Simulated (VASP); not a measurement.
# Rh (Fm-3m) in VASP: notebook, part 2 of 2

VASP 6.6.1. The steps go on from the part before.

## Step 4: Single point, LDA

This run uses another cell than the first one, of 13.75 Å³/atom, 1.036 times its volume.

Input file INCAR:

```
PREC     = Accurate       # precision mode
ENCUT    = 500            # plane-wave cutoff, eV
EDIFF    = 1E-6           # SCF threshold, eV
ISMEAR   = 0              # smearing method
SIGMA    = 0.1            # smearing width, eV
LREAL    = F              # projectors in reciprocal space
LASPH    = T              # aspherical terms in the spheres
NELM     = 120            # most SCF steps
ALGO     = Normal         # electronic algorithm
ISIF     = 2              # what is computed and relaxed
LWAVE    = F              # write WAVECAR
LCHARG   = F              # write CHGCAR
GGA      = CA             # functional
NBANDS   = 14             # bands
GGA_COMPAT= F
```

Input file KPOINTS:

```
Automatic mesh
0
Gamma
  8 8 8
```

Input file POSCAR:

```
Rh
1.0
    0.0000000000      1.9015500000      1.9015500000
    1.9015500000      0.0000000000      1.9015500000
    1.9015500000      1.9015500000      0.0000000000
Rh
1
Direct
    0.0000000000      0.0000000000      0.0000000000
```

Potentials or basis: VASP PAW LDA potentials, release 64 (Rh_pv).

The run is started by

```sh
$ cat potpaw_LDA.64/Rh_pv/POTCAR > POTCAR
$ mpirun -np 1 vasp_std > vasp.out
```

OUTCAR:

```text
PREC = Accurate
   ENCUT = 500
   EDIFF = 1E-6
   ISMEAR = 0
   LREAL = F
   LASPH = T
   NELM = 120
   ISIF = 2
   GGA = CA

 ion  position               nearest neighbor table
   1  0.000  0.000  0.000-

  LATTYP: Found a face centered cubic cell.
 ALAT       =     3.8031000000

  Lattice vectors:

 A1 = (   0.0000000000,   1.9015500000,   1.9015500000)
 A2 = (   1.9015500000,   0.0000000000,   1.9015500000)
 A3 = (   1.9015500000,   1.9015500000,   0.0000000000)

Analysis of symmetry for initial positions (statically):
=====================================================================
 Subroutine PRICEL returns:
 Original cell was already a primitive cell.

 Routine SETGRP: Setting up the symmetry group for a
 face centered cubic supercell.

 Subroutine GETGRP returns: Found 48 space group operations
 (whereof 48 operations were pure point group operations)
 out of a pool of 48 trial point group operations.

The static configuration has the point symmetry O_h .

Analysis of symmetry for dynamics (positions and initial velocities):
=====================================================================
 Subroutine PRICEL returns:
 Original cell was already a primitive cell.

 Routine SETGRP: Setting up the symmetry group for a
 face centered cubic supercell.

 Subroutine GETGRP returns: Found 48 space group operations
 (whereof 48 operations were pure point group operations)
 out of a pool of 48 trial point group operations.

The dynamic configuration has the point symmetry O_h .

 Subroutine INISYM returns: Found 48 space group operations
 (whereof 48 operations are pure point group operations),
 and found     1 'primitive' translations

----------------------------------------------------------------------------------------

                                     Primitive cell

  volume of cell :      13.7516

  direct lattice vectors                    reciprocal lattice vectors
     0.000000000  1.901550000  1.901550000    -0.262943388  0.262943388  0.262943388
     1.901550000  0.000000000  1.901550000     0.262943388 -0.262943388  0.262943388
     1.901550000  1.901550000  0.000000000     0.262943388  0.262943388 -0.262943388

  length of vectors
     2.689197800  2.689197800  2.689197800     0.455431308  0.455431308  0.455431308

  position of ions in fractional coordinates (direct lattice)
     0.000000000  0.000000000  0.000000000

  ion indices of the primitive-cell ions
   primitive index   ion index
                 1           1

----------------------------------------------------------------------------------------

 KPOINTS: Automatic mesh

Automatic generation of k-mesh.
 Grid dimensions read from file:
 generate k-points for:    8    8    8

 Generating k-lattice:

  Cartesian coordinates                     Fractional coordinates (reciprocal lattice)
    -0.032867924  0.032867924  0.032867924     0.125000000  0.000000000  0.000000000
     0.032867924 -0.032867924  0.032867924     0.000000000  0.125000000  0.000000000
     0.032867924  0.032867924 -0.032867924     0.000000000  0.000000000  0.125000000

  Length of vectors
     0.056928914  0.056928914  0.056928914

  Shift w.r.t. Gamma in fractional coordinates (k-lattice)
     0.000000000  0.000000000  0.000000000

 Subroutine IBZKPT returns following result:
 ===========================================

 Found     29 irreducible k-points:

 Following reciprocal coordinates:
            Coordinates               Weight
  0.000000  0.000000  0.000000      1.000000
  0.125000  0.000000  0.000000      8.000000
  0.250000  0.000000  0.000000      8.000000
  0.375000  0.000000  0.000000      8.000000
  0.500000  0.000000  0.000000      4.000000
  0.125000  0.125000  0.000000      6.000000
[... 16 lines left out ...]
  0.500000  0.250000  0.125000     48.000000
 -0.375000  0.250000  0.125000     24.000000
 [... further k-points ...]
   k-points           NKPTS =     29   k-points in BZ     NKDIM =     29   number of bands    NBANDS=     14
   number of dos      NEDOS =    301   number of ions     NIONS =      1
   total plane-waves  NPLWV =   8000
   dimension x,y,z NGX =    20 NGY =   20 NGZ =   20
   dimension x,y,z NGXF=    40 NGYF=   40 NGZF=   40
   ions per type =               1
   NGX,Y,Z   is equivalent  to a cutoff of  12.36, 12.36, 12.36 a.u.
   NGXF,Y,Z  is equivalent  to a cutoff of  24.73, 24.73, 24.73 a.u.
 SYSTEM =  unknown system
   PREC   = accura    normal or accurate (medium, high low for compatibility)
   ISTART =      0    job   : 0-new  1-cont  2-samecut
   ICHARG =      2    charge: 1-file 2-atom 10-const
   ISPIN  =      1    spin polarized calculation?
   LNONCOLLINEAR =      F non collinear calculations
   LSORBIT =      F    spin-orbit coupling
   LASPH  =      T    aspherical Exc in radial PAW
   ENCUT  =  500.0 eV  36.75 Ry    6.06 a.u.   4.90  4.90  4.90*2*pi/ulx,y,z
   NELM   =    120;   NELMIN=  2; NELMDL= -5     # of ELM steps
   EDIFF  = 0.1E-05   stopping-criterion for ELM
   LREAL  =      F    real-space projection
   EDIFFG = 0.1E-04   stopping-criterion for IOM
   NSW    =      0    number of steps for IOM
   IBRION =     -1    ionic relax: 0-MD 1-quasi-New 2-CG
   NFREE  =      0    steps in history (QN), initial steepest desc. (CG)
   ISIF   =      2    stress and relaxation
   ISYM   =      2    0-nonsym 1-usesym 2-fastsym
   POTIM  = 0.5000    time-step for ionic-motion
   TEBEG  =    0.0;   TEEND  =   0.0 temperature during run
   PSTRESS=    0.0 pullay stress
   NELECT =      15.0000    total number of electrons
   NUPDOWN=      -1.0000    fix difference up-down
   EMIN   =  10.00;   EMAX   =-10.00  energy-range for DOS
   EFERMI =   0.00;   METHOD = LEGACY
   ISMEAR =     0;   SIGMA  =   0.10  broadening in eV -4-tet -1-fermi 0-gaus
   EFERMI_NEDOS =   21; number of points for ismear=-14 and -15
   IALGO  =     38    algorithm
   IMIX   =      4    mixing-type and parameters
     AMIX     =   0.40;   BMIX     =  1.00
     AMIX_MAG =   1.60;   BMIX_MAG =  1.00
  volume/ion in A,a.u.               =      13.75        92.80
  Fermi-wavevector in a.u.,A,eV,Ry     =   1.685211  3.184586 38.639656  2.839935
  Thomas-Fermi vector in A             =   2.768095
   LORBIT       =      0    0 simple, 1 ext, 2 COOP (PROOUT), +10 PAW based schemes
   GGA     = CA    functional components
   LHFCALC =     F    Hartree Fock is set to
   AEXX    =    0.0000 exact exchange contribution
   IVDW    =     0    specifies the selected vdW correction
   LEPSILON=     F    determine dielectric tensor
   LRPA    =     F    only Hartree local field effects (RPA)
 non-spin polarized calculation
 Gauss-broadening in eV      SIGMA  =   0.10
  energy-cutoff  :      500.00
  volume of cell :       13.75
 maximum number of plane-waves:       360
   NGX =  9   NGY =  9   NGZ =  9

 number of electron      15.0000007 magnetization

 Free energy of the ion-electron system (eV)
  ---------------------------------------------------
  ext. energy  EPLUGINS =         0.00000000
  ---------------------------------------------------
  free energy    TOTEN  =        -8.63669211 eV

  energy without entropy =       -8.62646641  energy(sigma->0) =       -8.63157926

 E-fermi :  11.7393     XC(G=0): -14.3466

 val. band max:       11.7113617301   @ k =  -0.3750   0.2500   0.0000
 cond. band min:      11.8114381240   @ k =   0.3750   0.0000   0.0000
 fundamental gap:      0.1000763939
 Fermi energy:        11.7392502503

 k-point     1 :       0.0000    0.0000    0.0000
  band No.  band energies     occupation
      1     -34.4251      2.00000
      2     -34.4251      2.00000
      3     -34.4251      2.00000
      4       3.6758      2.00000
      5       8.6117      2.00000
      6       8.6117      2.00000
      7       8.6117      2.00000
      8      10.7518      2.00000
      9      10.7518      2.00000
     10      27.6444      0.00000
     11      32.1208      0.00000
     12      33.0611      0.00000
     13      33.0611      0.00000
     14      33.0611      0.00000
[... 375 lines left out ...]
 k-point    24 :      -0.3750    0.2500    0.1250
  band No.  band energies     occupation
      1     -35.0706      2.00000
      2     -34.7244      2.00000
      3     -34.5912      2.00000
      4       6.6747      2.00000
      5       7.5620      2.00000
      6       9.0365      2.00000
      7       9.7141      2.00000
      8      12.1091      0.00000
      9      17.1206      0.00000
     10      20.0858      0.00000
     11      27.7746      0.00000
     12      28.4470      0.00000
     13      32.1234      0.00000
     14      32.7790      0.00000

 [... further k-points ...]
[... 5 lines left out ...]
  --------------------------------------------------------------------------------------
  -------------------------------------------------------------------------------------
  Total       -0.8192980     -0.8192980     -0.8192980      0.0000000     -0.0000000      0.0000000
  in kB      -95.4551239    -95.4551239    -95.4551239      0.0000000     -0.0000000      0.0000000
  external PRESSURE =     -95.4551239 kB  Pullay stress =       0.0000000 kB

 VOLUME and BASIS-vectors are now :
 -----------------------------------------------------------------------------
  energy-cutoff  :      500.00
  volume of cell :       13.75
      direct lattice vectors                 reciprocal lattice vectors
     0.000000000  1.901550000  1.901550000    -0.262943388  0.262943388  0.262943388
     1.901550000  0.000000000  1.901550000     0.262943388 -0.262943388  0.262943388
     1.901550000  1.901550000  0.000000000     0.262943388  0.262943388 -0.262943388

 POSITION                                       TOTAL-FORCE (eV/Angst)
 -----------------------------------------------------------------------------------
      0.00000      0.00000      0.00000         0.000000     -0.000000     -0.000000
 -----------------------------------------------------------------------------------
    total drift:                                0.000000     -0.000000      0.000000

  FREE ENERGIE OF THE ION-ELECTRON SYSTEM (eV)
  ---------------------------------------------------
  free  energy   TOTEN  =        -8.6366921060 eV

  energy  without entropy=       -8.6264664141  energy(sigma->0) =       -8.63157926
```

Wall time 6.1 s (1 thread of Intel Xeon Platinum 8259CL at 2.50GHz (Skylake/Cascade Lake), shared host); peak memory 0.12 GiB.

Results:

```yaml
Free_energy: -8.6367 eV
Pressure: -9.5 GPa
```

Levels at points of the mesh, in eV from the Fermi level:
```
           k point  band 5  band 6  band 7  band 8  band 9  band 10
(0.00, 0.00, 0.00)   -3.13   -3.13   -3.13   -0.99   -0.99    15.91
(0.50, 0.00, 0.00)   -3.19   -3.19    0.57    0.57    0.66     8.56
(0.50, 0.50, 0.00)   -6.01    0.56    0.98    0.98    3.16    12.22
```

## Step 5: Relaxation of cell and atoms, LDA

This run uses another cell than the first one, of 13.75 Å³/atom, 1.036 times its volume.

Input file INCAR:

```
PREC = Accurate
ENCUT = 500
EDIFF = 1E-7
ISMEAR = 0
SIGMA = 0.1
LREAL = False
LASPH = True
NELM = 120
ALGO = Normal
ISIF = 3
LWAVE = False
LCHARG = False
GGA = CA
IBRION = 2
NSW = 100
EDIFFG = -0.05
GGA_COMPAT = False
NELMIN = 4
```

Input file KPOINTS:

```
regular mesh
0
Gamma
  8 8 8
```

POSCAR is that of step 4.

Potentials or basis: VASP PAW LDA potentials, release 64 (Rh_pv).

The run is started by

```sh
$ cat potpaw_LDA.64/Rh_pv/POTCAR > POTCAR
$ mpirun -np 1 vasp_std > vasp.out
```

OUTCAR:

```text
PREC = Accurate
   ENCUT = 500
   EDIFF = 1E-7
   ISMEAR = 0
   LREAL = False
   LASPH = True
   NELM = 120
   ISIF = 3
   GGA = CA
   IBRION = 2
   NSW = 100
   EDIFFG = -0.05
   NELMIN = 4

 ion  position               nearest neighbor table
   1  0.000  0.000  0.000-

  LATTYP: Found a face centered cubic cell.
 ALAT       =     3.8031000000

  Lattice vectors:

 A1 = (   0.0000000000,   1.9015500000,   1.9015500000)
 A2 = (   1.9015500000,   0.0000000000,   1.9015500000)
 A3 = (   1.9015500000,   1.9015500000,   0.0000000000)

Analysis of symmetry for initial positions (statically):
=====================================================================
 Subroutine PRICEL returns:
 Original cell was already a primitive cell.

 Routine SETGRP: Setting up the symmetry group for a
 face centered cubic supercell.

 Subroutine GETGRP returns: Found 48 space group operations
 (whereof 48 operations were pure point group operations)
 out of a pool of 48 trial point group operations.

The static configuration has the point symmetry O_h .

Analysis of symmetry for dynamics (positions and initial velocities):
=====================================================================
 Subroutine PRICEL returns:
 Original cell was already a primitive cell.

 Routine SETGRP: Setting up the symmetry group for a
 face centered cubic supercell.

 Subroutine GETGRP returns: Found 48 space group operations
 (whereof 48 operations were pure point group operations)
 out of a pool of 48 trial point group operations.

The dynamic configuration has the point symmetry O_h .

 Subroutine INISYM returns: Found 48 space group operations
 (whereof 48 operations are pure point group operations),
 and found     1 'primitive' translations

[... 120 lines left out ...]
   IVDW    =     0    specifies the selected vdW correction
   LEPSILON=     F    determine dielectric tensor
   LRPA    =     F    only Hartree local field effects (RPA)
 conjugate gradient relaxation of ions
 non-spin polarized calculation
 Gauss-broadening in eV      SIGMA  =   0.10
  energy-cutoff  :      500.00
  volume of cell :       13.75
 maximum number of plane-waves:       360
   NGX =  9   NGY =  9   NGZ =  9

--------------------------------------- Ionic step        1  -------------------------------------------

 number of electron      15.0000007 magnetization

 Free energy of the ion-electron system (eV)
  ---------------------------------------------------
  ext. energy  EPLUGINS =         0.00000000
  ---------------------------------------------------
  free energy    TOTEN  =        -8.63669210 eV

  energy without entropy =       -8.62646641  energy(sigma->0) =       -8.63157926

------------------------ aborting loop because EDIFF is reached ----------------------------------------

  FORCE on cell =-STRESS in cart. coord.  units (eV):
  Direction    XX          YY          ZZ          XY          YZ          ZX
  --------------------------------------------------------------------------------------
  -------------------------------------------------------------------------------------
  Total       -0.8185114     -0.8185114     -0.8185114      0.0000000     -0.0000000      0.0000000
  in kB      -95.3634761    -95.3634761    -95.3634761      0.0000000     -0.0000000      0.0000000
  external PRESSURE =     -95.3634761 kB  Pullay stress =       0.0000000 kB
[... 57 lines left out ...]
--------------------------------------- Ionic step        3  -------------------------------------------

 number of electron      15.0000004 magnetization

 Free energy of the ion-electron system (eV)
  ---------------------------------------------------
  ext. energy  EPLUGINS =         0.00000000
  ---------------------------------------------------
  free energy    TOTEN  =        -8.65051493 eV

  energy without entropy =       -8.64104882  energy(sigma->0) =       -8.64578188

 E-fermi :  12.3476     XC(G=0): -14.5520

 val. band max:       12.3183845806   @ k =  -0.3750   0.2500   0.0000
 cond. band min:      12.4247971641   @ k =   0.3750   0.0000   0.0000
 fundamental gap:      0.1064125835
 Fermi energy:        12.3476395909

 k-point     1 :       0.0000    0.0000    0.0000
  band No.  band energies     occupation
      1     -33.8723      2.00000
      2     -33.8723      2.00000
      3     -33.8723      2.00000
      4       4.0432      2.00000
      5       9.0606      2.00000
      6       9.0606      2.00000
      7       9.0606      2.00000
      8      11.3112      2.00000
      9      11.3112      2.00000
     10      28.2171      0.00000
     11      32.6428      0.00000
[... 309 lines left out ...]
 k-point    24 :      -0.3750    0.2500    0.1250
  band No.  band energies     occupation
      1     -34.5934      2.00000
      2     -34.2063      2.00000
      3     -34.0571      2.00000
      4       7.0501      2.00000
      5       7.9498      2.00000
      6       9.5145      2.00000
      7      10.2126      2.00000
      8      12.7392      0.00000
      9      17.8799      0.00000
     10      20.9851      0.00000
     11      28.6103      0.00000

 [... further k-points ...]
[... 5 lines left out ...]
  --------------------------------------------------------------------------------------
  -------------------------------------------------------------------------------------
  Total       -0.0275073     -0.0275073     -0.0275073      0.0000000      0.0000000      0.0000000
  in kB       -3.3095538     -3.3095538     -3.3095538      0.0000000      0.0000000      0.0000000
  external PRESSURE =      -3.3095538 kB  Pullay stress =       0.0000000 kB
[... 16 lines left out ...]
  FREE ENERGIE OF THE ION-ELECTRON SYSTEM (eV)
  ---------------------------------------------------
  free  energy   TOTEN  =        -8.6505149317 eV

  energy  without entropy=       -8.6410488244  energy(sigma->0) =       -8.64578188

 reached required accuracy - stopping structural energy minimisation
```

OSZICAR:

```text
N       E                     dE             d eps       ncg     rms          rms(c)
DAV:   1     0.108049294205E+03    0.10805E+03   -0.90730E+03   646   0.139E+03
DAV:   2    -0.767412383271E+01   -0.11572E+03   -0.11065E+03   659   0.378E+02
DAV:   3    -0.918759930962E+01   -0.15135E+01   -0.14997E+01   725   0.488E+01
[... 24 lines left out ...]
DAV:   4    -0.864970770922E+01   -0.26989E-02   -0.91926E-03   665   0.125E+00    0.501E-01
DAV:   5    -0.865058206532E+01   -0.87436E-03   -0.94590E-04   689   0.360E-01    0.682E-02
DAV:   6    -0.865051487420E+01    0.67191E-04   -0.30545E-05   695   0.864E-02    0.771E-03
DAV:   7    -0.865051501447E+01   -0.14027E-06   -0.41655E-07   704   0.852E-03    0.489E-03
DAV:   8    -0.865051493169E+01    0.82788E-07   -0.27954E-08   397   0.281E-03
   3 F= -.86505149E+01 E0= -.86457819E+01  d E =-.138228E-01
```

CONTCAR:

```text
Rh
   1.00000000000000
     0.0000000000000000    1.8812779837854672    1.8812779837854672
     1.8812779837854672   -0.0000000000000000    1.8812779837854672
     1.8812779837854672    1.8812779837854672    0.0000000000000000
  Rh
     1
Direct
     0.0000000000000000    0.0000000000000000    0.0000000000000000

  0.00000000E+00  0.00000000E+00  0.00000000E+00
```

It took 17 s on 1 thread of Intel Xeon Platinum 8259CL at 2.50GHz (Skylake/Cascade Lake), shared host; peak memory 0.12 GiB.

Results:

```
Free energy                            : -8.6505 eV
Relaxed volume                         : 13.32 Å³/atom
Relaxed cell                           : a = 2.661 Å, b = 2.661 Å, c = 2.661 Å, α = 60.00°, β = 60.00°, γ = 60.00°
Space group after relaxing (to 0.05 Å) : Fm-3m (No. 225)
Energy gained by relaxing              : 13.8 meV/atom
Ionic steps                            : 3
Pressure after relaxing                : -0.3 GPa
```

Step by step:
| step | energy change (eV) | largest force (eV/Å) | pressure (GPa) | volume (Å³) |
| --- | --- | --- | --- | --- |
| 1 | 0.0000 | 0.0000 | -9.54 | 13.75 |
| 2 | 0.0947 | 0.0000 | 34.05 | 12.19 |
| 3 | -0.0138 | 0.0000 | -0.33 | 13.32 |

Final structure:
```
CELL_PARAMETERS angstrom
0.00000 1.88128 1.88128
1.88128 0.00000 1.88128
1.88128 1.88128 0.00000
ATOMIC_POSITIONS crystal
Rh 0.00000 0.00000 0.00000
```

Levels at points of the mesh, in eV from the Fermi level:
| k point | band 5 | band 6 | band 7 | band 8 | band 9 | band 10 |
| --- | --- | --- | --- | --- | --- | --- |
| (0.00, 0.00, 0.00) | -3.29 | -3.29 | -3.29 | -1.04 | -1.04 | 15.87 |
| (0.50, 0.00, 0.00) | -3.35 | -3.35 | 0.61 | 0.61 | 0.63 | 8.90 |
| (0.50, 0.50, 0.00) | -6.31 | 0.60 | 1.04 | 1.04 | 3.21 | 12.64 |

## Step 6: The runs side by side

```tsv
task	cell	k mesh	cutoff (eV)	gap on the mesh (eV)	pressure (GPa)	relaxed volume (Å³/atom)
relaxation of cell and atoms	relaxed from a = 2.657 Å, angles 60.0°, 1 atom	20 × 20 × 20	600	none	0.0	13.26
single point	a = 2.657 Å, angles 60.0°, 1 atom	8 × 8 × 8	500	none	0.8	-
single point	a = 2.689 Å, angles 60.0°, 1 atom	8 × 8 × 8	500	none	-9.5	-
relaxation of cell and atoms	relaxed from a = 2.689 Å, angles 60.0°, 1 atom	8 × 8 × 8	500	none	-0.3	13.32
```

Alike in all rows: level LDA; potentials or basis VASP PAW LDA potentials, release 64 (Rh_pv); no spin polarisation; smearing gaussian 0.1 eV.

Caveats: some runs use coarse meshes.

Absolute energies hang on the potentials; compare differences alone.
